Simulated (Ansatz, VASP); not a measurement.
# WC: VASP beside Ansatz

```
CELL_PARAMETERS angstrom
0.00000 2.19268 2.19268
2.19268 0.00000 2.19268
2.19268 2.19268 0.00000
ATOMIC_POSITIONS crystal
W 0.00000 0.00000 0.00000
C 0.50000 0.50000 0.50000
```

Alike in both runs: task single point; functional LDA; k mesh 7 × 7 × 7; no spin polarisation.

```csv
,VASP,Ansatz
version,VASP 6.6.1,Ansatz 0.2.0
potentials or method,"VASP PAW LDA potentials, release 64 (W_sv, C_h)","plane waves, PAW"
plane-wave cutoff (eV),1300,420
occupations,"methfessel-paxton of order 1, width 0.1 eV",methfessel-paxton of order 1
valence electrons in the cell,18,18
```

|  | VASP | Ansatz | Ansatz less VASP |
| --- | --- | --- | --- |
| pressure (GPa) | -14.3 | -16.3 | -2.01 |

LDA's correlation is that of Perdew and Zunger in VASP and of Perdew and Wang (1992) in Ansatz.

Neither program's run includes spin-orbit coupling.
